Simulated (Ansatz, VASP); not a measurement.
## Two plane-wave programs on CsI

The input POSCAR:

```
CsI
1.0
    4.6546466218      0.0000000000      0.0000000000
    0.0000000000      4.6546466218      0.0000000000
    0.0000000000      0.0000000000      4.6546466218
Cs I
1 1
Direct
    0.0000000000      0.0000000000      0.0000000000
    0.5000000000      0.5000000000      0.5000000000
```

The input INCAR.step1:

```
ALGO = Normal ; EDIFF = 1E-5
ENCUT = 550 ; GGA = PE
GGA_COMPAT = False ; ISMEAR = 0
LASPH = True ; LCHARG = False
LREAL = False ; LWAVE = True
NBANDS = 15 ; NELM = 120
PREC = Accurate ; SIGMA = 0.02
```

File INCAR.step2:

```
ALGO = Normal ; EDIFF = 1E-6
ENCUT = 550 ; GGA_COMPAT = False
ISIF = 2 ; ISMEAR = 0
ISTART = 1 ; LASPH = True
LCHARG = False ; LMIXTAU = True
LREAL = False ; LWAVE = False
METAGGA = R2SCAN ; NBANDS = 15
NELM = 120 ; PREC = Accurate
SIGMA = 0.02
```

Contents of KPOINTS:

```
k-points
0
Gamma
  6 6 6
```

Input for Ansatz:

```yaml
crystal:
  lattice:
    - [4.6546467544, 0.0, 0.0]
    - [0.0, 4.6546467544, 0.0]
    - [0.0, 0.0, 4.6546467544]
  atoms:
    - { symbol: Cs, position: [0.0, 0.0, 0.0] }
    - { symbol: I, position: [0.5, 0.5, 0.5] }
basis:
  ecutwfc: 500
kpoints:
  mp_grid: { grid: [6, 6, 6] }
hamiltonian:
  xc: r2scan
scf:
  occupations: { method: gaussian, width: 0.02 }
output:
  forces: true
  stress: true
  eigenvalues: true
```

Alike in both runs: task single point; functional r2SCAN; k mesh 6 × 6 × 6; occupations gaussian, width 0.02 eV; no spin polarisation.

|  | VASP | Ansatz |
| --- | --- | --- |
| version | VASP 6.6.1 | Ansatz 0.2.0 |
| potentials or method | VASP PAW PBE potentials, release 64 (Cs_sv, I), cutoff 550 eV | scalar-relativistic, plane waves, PAW |
| valence electrons in the cell | 16 | 26 |

Ansatz gave:

- gap on the k mesh at the Fermi level (eV): 4.41
- least direct gap on the mesh (eV): 4.50
- pressure (GPa): -0.3

Problem. Estimate VASP's values.

Solution. gap on the k mesh at the Fermi level (eV): 4.39; least direct gap on the mesh (eV): 4.49; pressure (GPa): -0.3.

VASP's potentials were made for PBE, not for r2SCAN. VASP's potentials hold 16 valence electrons a cell and Ansatz's 26, so a difference there can come from the potentials and not from the codes.

Spin-orbit coupling is off throughout.
